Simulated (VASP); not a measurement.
A run of VASP 6.6.1 is set up as follows.

File INCAR:

```
SYSTEM = Zn
PREC     = Accurate       ! precision mode
ENCUT    = 520            ! plane-wave cutoff, eV
EDIFF    = 1E-6           ! SCF threshold, eV
ISMEAR   = 0              ! smearing method
SIGMA    = 0.15           ! smearing width, eV
LREAL    = .False.        ! projectors in reciprocal space
LASPH    = .True.         ! aspherical terms in the spheres
NELM     = 100            ! most SCF steps
ALGO     = Normal         ! electronic algorithm
ISIF     = 2              ! what is computed and relaxed
LWAVE    = .False.        ! write WAVECAR
LCHARG   = .False.        ! write CHGCAR
NBANDS   = 12             ! bands
```

The input KPOINTS:

```
Automatic mesh
0
Gamma
  20 20 20
  0 0 0
```

The input POSCAR:

```
Zn
1.0
   -1.5658642346      1.5056386871      1.5658642346
    1.5658642346     -1.5056386871      1.5658642346
    1.5658642346      1.5056386871     -1.5658642346
Zn
1
Direct
    0.0000000000      0.0000000000      0.0000000000
```

Potentials or basis: VASP PAW LDA potentials, release 64 (Zn).

Launch:

```bash
$ cat potpaw_LDA.64/Zn/POTCAR > POTCAR
$ mpirun -np 1 vasp_std > vasp.out
```

Question: Estimate the band gap on the k mesh.

Answer: Zero (bands 6 and 7 overlap by 5.04 eV).

Question: What does it give for the pressure?

Answer: -5.5 GPa.

Stress tensor (GPa, compression positive):
```
-4.80  0.00  0.00
 0.00 -6.88  0.00
 0.00  0.00 -4.80
```

Caveat: the cell differs from its parent crystal (normal strain along x +0.0400, normal strain along z +0.0400); the cell stands under tension.
